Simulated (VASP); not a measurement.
Here is a VASP 6.6.1 calculation.

INCAR

```
SYSTEM = Al
ALGO = Normal
DIPOL = 0.5 0.5 0.500
EDIFF = 1E-6
ENCUT = 520
GGA = PE
IDIPOL = 3
ISIF = 2
ISMEAR = 0
LASPH = .True.
LCHARG = .False.
LDIPOL = .True.
LREAL = .False.
LWAVE = .False.
NBANDS = 16
NELM = 80
PREC = Accurate
SIGMA = 0.1
```

Contents of KPOINTS:

```
k-points
0
Gamma
  12 12 1
  0 0 0
```

Contents of POSCAR:

```
Al
1.0
    2.8578575428      0.0000000000      0.0000000000
   -1.4289287714      2.4749772324      0.0000000000
    0.0000000000      0.0000000000     24.3337236498
Al
5
Direct
    0.6666666667      0.3333333333      0.3082142342
    0.3333333333      0.6666666667      0.4041071171
    0.0000000000      0.0000000000      0.5000000000
    0.6666666667      0.3333333333      0.5958928829
    0.3333333333      0.6666666667      0.6917857658
```

Potentials or basis: VASP PAW PBE potentials, release 64 (Al).

Command:

```bash
$ cat potpaw_PBE.64/Al/POTCAR > POTCAR
$ mpirun -np 1 vasp_std > vasp.out
```

Question: Predict the band gap on the k mesh.

Answer: Zero (an odd number of electrons rules out a gap without spin polarisation).

Question: Estimate the largest force.

Answer: 0.102 eV/Å.

Forces in eV/Å, atoms in the order of the input:
```
Al   0.000  0.000 -0.102
Al   0.000  0.000  0.087
Al   0.000  0.000  0.000
Al   0.000  0.000 -0.087
Al   0.000  0.000  0.102
```
